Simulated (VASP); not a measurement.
# Ga (P6_3/mmc) in VASP: notebook

Ga is run at these levels: PBEsol; tasks: single point, relaxation of cell and atoms.

Everything below comes from runs of VASP 6.6.1. Logs are shortened: lines on timing, memory, paths and dates and some standing lists are left out, and cuts for length are marked.

**1. The cell of the first run**

Symmetry: P6_3/mmc, No. 194, hexagonal system. The conventional cell has a = 3.273 Å, b = 3.273 Å, c = 8.914 Å, α = 90.00°, β = 90.00°, γ = 120.00°. Within 2.5 Å of Ga (site symmetry -6m2) lie 3 Ga at 1.89 Å. Ga (site symmetry -6m2) has 3 Ga at 1.89 Å within 2.5 Å.

This isn't the form of Ga at room conditions, which is orthorhombic.

**2. Single point, PBEsol**

Input file INCAR:

```
SYSTEM = Ga
  PREC = Accurate
  ENCUT = 520
  EDIFF = 1E-6
  ISMEAR = 0
  SIGMA = 0.1
  LREAL = .FALSE.
  LASPH = .TRUE.
  NELM = 60
  ALGO = Normal
  ISIF = 2
  LWAVE = .FALSE.
  LCHARG = .FALSE.
  GGA = PS
  NBANDS = 34
```

Input file KPOINTS:

```
regular mesh
0
G
  6 6 2
  0 0 0
```

Input file POSCAR:

```
Ga
1.0
    3.2727731804      0.0000000000      0.0000000000
   -1.6363865902      2.8343047150      0.0000000000
    0.0000000000      0.0000000000      8.9136505320
Ga
4
Direct
    0.0000000000      0.0000000000      0.2500000000
    0.0000000000      0.0000000000      0.7500000000
    0.3333333333      0.6666666667      0.7500000000
    0.6666666667      0.3333333333      0.2500000000
```

Potentials or basis: VASP PAW PBE potentials, release 64 (Ga_d).

The run is started by

```sh
$ cat potpaw_PBE.64/Ga_d/POTCAR > POTCAR
$ mpirun -np 1 vasp_std > vasp.out
```

OUTCAR:

```text
SYSTEM = Ga
   PREC = Accurate
   ENCUT = 520
   EDIFF = 1E-6
   ISMEAR = 0
   LREAL = .FALSE.
   LASPH = .TRUE.
   NELM = 60
   ISIF = 2
   GGA = PS

 ion  position               nearest neighbor table
   1  0.000  0.000  0.250-   4 1.89   4 1.89   4 1.89
   2  0.000  0.000  0.750-   3 1.89   3 1.89   3 1.89
   3  0.333  0.667  0.750-   2 1.89   2 1.89   2 1.89
   4  0.667  0.333  0.250-   1 1.89   1 1.89   1 1.89

  LATTYP: Found a hexagonal cell.
 ALAT       =     3.2727731804
 C/A-ratio  =     2.7235772358

  Lattice vectors:

 A1 = (   3.2727731804,   0.0000000000,   0.0000000000)
 A2 = (  -1.6363865902,   2.8343047150,   0.0000000000)
 A3 = (   0.0000000000,   0.0000000000,   8.9136505320)

Analysis of symmetry for initial positions (statically):
=====================================================================
 Subroutine PRICEL returns:
 Original cell was already a primitive cell.

 Routine SETGRP: Setting up the symmetry group for a
 hexagonal supercell.

 Subroutine GETGRP returns: Found 24 space group operations
 (whereof 12 operations were pure point group operations)
 out of a pool of 24 trial point group operations.

The static configuration has the point symmetry D_3d.
 The point group associated with its full space group is D_6h.

Analysis of symmetry for dynamics (positions and initial velocities):
=====================================================================
 Subroutine PRICEL returns:
 Original cell was already a primitive cell.

 Routine SETGRP: Setting up the symmetry group for a
 hexagonal supercell.

 Subroutine GETGRP returns: Found 24 space group operations
 (whereof 12 operations were pure point group operations)
 out of a pool of 24 trial point group operations.

The dynamic configuration has the point symmetry D_3d.
 The point group associated with its full space group is D_6h.

 Subroutine INISYM returns: Found 24 space group operations
 (whereof 12 operations are pure point group operations),
 and found     1 'primitive' translations

----------------------------------------------------------------------------------------

                                     Primitive cell

  volume of cell :      82.6833

  direct lattice vectors                    reciprocal lattice vectors
     3.272773180  0.000000000  0.000000000     0.305551269  0.176410108  0.000000000
    -1.636386590  2.834304715  0.000000000     0.000000000  0.352820215  0.000000000
     0.000000000  0.000000000  8.913650532     0.000000000  0.000000000  0.112187481

  length of vectors
     3.272773180  3.272773180  8.913650532     0.352820215  0.352820215  0.112187481

  position of ions in fractional coordinates (direct lattice)
     0.000000000  0.000000000  0.250000000
     0.000000000  0.000000000  0.750000000
     0.333333333  0.666666667  0.750000000
     0.666666667  0.333333333  0.250000000

  ion indices of the primitive-cell ions
   primitive index   ion index
                 1           1
                 2           2
                 3           3
                 4           4

----------------------------------------------------------------------------------------

 KPOINTS: regular mesh

Automatic generation of k-mesh.
 Grid dimensions read from file:
 generate k-points for:    6    6    2

 Generating k-lattice:

  Cartesian coordinates                     Fractional coordinates (reciprocal lattice)
     0.050925212  0.029401685  0.000000000     0.166666667  0.000000000  0.000000000
     0.000000000  0.058803369  0.000000000     0.000000000  0.166666667  0.000000000
     0.000000000  0.000000000  0.056093741     0.000000000  0.000000000  0.500000000

  Length of vectors
     0.058803369  0.058803369  0.056093741

  Shift w.r.t. Gamma in fractional coordinates (k-lattice)
     0.000000000  0.000000000  0.000000000

 Subroutine IBZKPT returns following result:
 ===========================================

 Found     14 irreducible k-points:

 Following reciprocal coordinates:
            Coordinates               Weight
  0.000000  0.000000  0.000000      1.000000
  0.166667  0.000000  0.000000      6.000000
  0.333333  0.000000  0.000000      6.000000
  0.500000 -0.000000  0.000000      3.000000
  0.166667  0.166667  0.000000      6.000000
  0.333333  0.166667  0.000000     12.000000
  0.333333  0.333333  0.000000      2.000000
  0.000000  0.000000  0.500000      1.000000
  0.166667  0.000000  0.500000      6.000000
  0.333333  0.000000  0.500000      6.000000
  0.500000 -0.000000  0.500000      3.000000
  0.166667  0.166667  0.500000      6.000000
  0.333333  0.166667  0.500000     12.000000
  0.333333  0.333333  0.500000      2.000000
   k-points           NKPTS =     14   k-points in BZ     NKDIM =     14   number of bands    NBANDS=     34
   number of dos      NEDOS =    301   number of ions     NIONS =      4
   total plane-waves  NPLWV =  40320
   dimension x,y,z NGX =    24 NGY =   24 NGZ =   70
   dimension x,y,z NGXF=    48 NGYF=   48 NGZF=  140
   ions per type =               4
   NGX,Y,Z   is equivalent  to a cutoff of  12.19, 12.19, 13.06 a.u.
   NGXF,Y,Z  is equivalent  to a cutoff of  24.38, 24.38, 26.11 a.u.
 SYSTEM =  Ga
   PREC   = accura    normal or accurate (medium, high low for compatibility)
   ISTART =      0    job   : 0-new  1-cont  2-samecut
   ICHARG =      2    charge: 1-file 2-atom 10-const
   ISPIN  =      1    spin polarized calculation?
   LNONCOLLINEAR =      F non collinear calculations
   LSORBIT =      F    spin-orbit coupling
   LASPH  =      T    aspherical Exc in radial PAW
   ENCUT  =  520.0 eV  38.22 Ry    6.18 a.u.   6.09  6.09 16.57*2*pi/ulx,y,z
   NELM   =     60;   NELMIN=  2; NELMDL= -5     # of ELM steps
   EDIFF  = 0.1E-05   stopping-criterion for ELM
   LREAL  =      F    real-space projection
   EDIFFG = 0.1E-04   stopping-criterion for IOM
   NSW    =      0    number of steps for IOM
   IBRION =     -1    ionic relax: 0-MD 1-quasi-New 2-CG
   NFREE  =      0    steps in history (QN), initial steepest desc. (CG)
   ISIF   =      2    stress and relaxation
   ISYM   =      2    0-nonsym 1-usesym 2-fastsym
   POTIM  = 0.5000    time-step for ionic-motion
   TEBEG  =    0.0;   TEEND  =   0.0 temperature during run
   PSTRESS=    0.0 pullay stress
   NELECT =      52.0000    total number of electrons
   NUPDOWN=      -1.0000    fix difference up-down
   EMIN   =  10.00;   EMAX   =-10.00  energy-range for DOS
   EFERMI =   0.00;   METHOD = LEGACY
   ISMEAR =     0;   SIGMA  =   0.10  broadening in eV -4-tet -1-fermi 0-gaus
   EFERMI_NEDOS =   21; number of points for ismear=-14 and -15
   IALGO  =     38    algorithm
   IMIX   =      4    mixing-type and parameters
     AMIX     =   0.40;   BMIX     =  1.00
     AMIX_MAG =   1.60;   BMIX_MAG =  1.00
  volume/ion in A,a.u.               =      20.67       139.49
  Fermi-wavevector in a.u.,A,eV,Ry     =   1.402609  2.650547 26.766902  1.967312
  Thomas-Fermi vector in A             =   2.525354
   LORBIT       =      0    0 simple, 1 ext, 2 COOP (PROOUT), +10 PAW based schemes
   GGA     = PS    functional components
   LHFCALC =     F    Hartree Fock is set to
   AEXX    =    0.0000 exact exchange contribution
   IVDW    =     0    specifies the selected vdW correction
   LEPSILON=     F    determine dielectric tensor
   LRPA    =     F    only Hartree local field effects (RPA)
 non-spin polarized calculation
 Gauss-broadening in eV      SIGMA  =   0.10
  energy-cutoff  :      520.00
  volume of cell :       82.68
 maximum number of plane-waves:      2268
   NGX = 13   NGY = 13   NGZ = 33

 number of electron      52.0000020 magnetization

 Free energy of the ion-electron system (eV)
  ---------------------------------------------------
  ext. energy  EPLUGINS =         0.00000000
  ---------------------------------------------------
  free energy    TOTEN  =         1.79681528 eV

  energy without entropy =        1.80588602  energy(sigma->0) =        1.80135065

 E-fermi :   3.9011     XC(G=0):  -9.8091

 val. band max:        3.8975365331   @ k =   0.5000  -0.0000   0.0000
 cond. band min:       3.9495622581   @ k =   0.5000  -0.0000   0.5000
 fundamental gap:      0.0520257250
 Fermi energy:         3.9011238909

 k-point     1 :       0.0000    0.0000    0.0000
  band No.  band energies     occupation
      1     -13.2980      2.00000
      2     -13.2979      2.00000
      3     -12.7679      2.00000
      4     -12.7679      2.00000
      5     -12.7678      2.00000
      6     -12.7678      2.00000
[... 26 lines left out ...]
     33      12.6939      0.00000
     34      12.6939      0.00000

 k-point     2 :       0.1667    0.0000    0.0000
  band No.  band energies     occupation
      1     -13.2886      2.00000
      2     -13.2885      2.00000
      3     -13.0791      2.00000
      4     -13.0790      2.00000
      5     -13.0079      2.00000
      6     -13.0078      2.00000
[... 26 lines left out ...]
     33      13.2076      0.00000
     34      14.5104      0.00000

 k-point     3 :       0.3333    0.0000    0.0000
  band No.  band energies     occupation
      1     -13.5543      2.00000
      2     -13.5542      2.00000
      3     -13.3941      2.00000
      4     -13.3941      2.00000
      5     -12.9498      2.00000
      6     -12.9497      2.00000
[... 26 lines left out ...]
     33      10.5691      0.00000
     34      14.3256      0.00000
[... 334 lines left out ...]
 k-point    13 :       0.3333    0.1667    0.5000
  band No.  band energies     occupation
      1     -13.8542      2.00000
      2     -13.8542      2.00000
      3     -13.2599      2.00000
      4     -13.2599      2.00000
      5     -12.9458      2.00000
      6     -12.9458      2.00000
[... 26 lines left out ...]
     33      12.7155      0.00000
     34      12.7970      0.00000

 k-point    14 :       0.3333    0.3333    0.5000
  band No.  band energies     occupation
      1     -14.0003      2.00000
      2     -14.0003      2.00000
      3     -13.0617      2.00000
      4     -13.0617      2.00000
      5     -13.0615      2.00000
      6     -13.0615      2.00000
[... 26 lines left out ...]
     33      14.4337      0.00000
     34      14.4338      0.00000

------------------------ aborting loop because EDIFF is reached ----------------------------------------

  FORCE on cell =-STRESS in cart. coord.  units (eV):
  Direction    XX          YY          ZZ          XY          YZ          ZX
  --------------------------------------------------------------------------------------
  -------------------------------------------------------------------------------------
  Total       64.6976015     64.6976015     -0.6869767      0.0000000      0.0000000      0.0000000
  in kB     1253.6627243   1253.6627243    -13.3117321      0.0000000      0.0000000      0.0000000
  external PRESSURE =     831.3379055 kB  Pullay stress =       0.0000000 kB

 VOLUME and BASIS-vectors are now :
 -----------------------------------------------------------------------------
  energy-cutoff  :      520.00
  volume of cell :       82.68
      direct lattice vectors                 reciprocal lattice vectors
     3.272773180  0.000000000  0.000000000     0.305551269  0.176410108  0.000000000
    -1.636386590  2.834304715  0.000000000     0.000000000  0.352820215  0.000000000
     0.000000000  0.000000000  8.913650532     0.000000000  0.000000000  0.112187481

 POSITION                                       TOTAL-FORCE (eV/Angst)
 -----------------------------------------------------------------------------------
      0.00000      0.00000      2.22841         0.000000      0.000000      0.000000
      0.00000      0.00000      6.68524        -0.000000      0.000000      0.000000
     -0.00000      1.88954      6.68524        -0.000000     -0.000000     -0.000000
      1.63639      0.94477      2.22841         0.000000     -0.000000      0.000000
 -----------------------------------------------------------------------------------
    total drift:                                0.000000     -0.000000      0.000000

  FREE ENERGIE OF THE ION-ELECTRON SYSTEM (eV)
  ---------------------------------------------------
  free  energy   TOTEN  =         1.7968152788 eV

  energy  without entropy=        1.8058860185  energy(sigma->0) =        1.80135065
```

It took 22 s on 1 thread of Intel Xeon 6975P-C (Granite Rapids), shared host; peak memory 0.19 GiB.

What came out:

| Item | Value |
| --- | --- |
| Free energy | 1.7968 eV |
| Pressure | 83.1 GPa |
| Band gap on the k mesh | zero (bands 26 and 27 overlap by 4.61 eV) |

Stress tensor (GPa, compression positive):
```
125.37   0.00   0.00
  0.00 125.37   0.00
  0.00   0.00  -1.33
```

Caveat: the k points lie up to 0.37 Å⁻¹ apart, too coarse for converged energies and pressures of a metal; the PAW data sets were made with another functional, which shifts forces and pressure a little.

[end of part 1 of 2]

The gap in the log of VASP goes by the Fermi energy; the results here count the filled bands.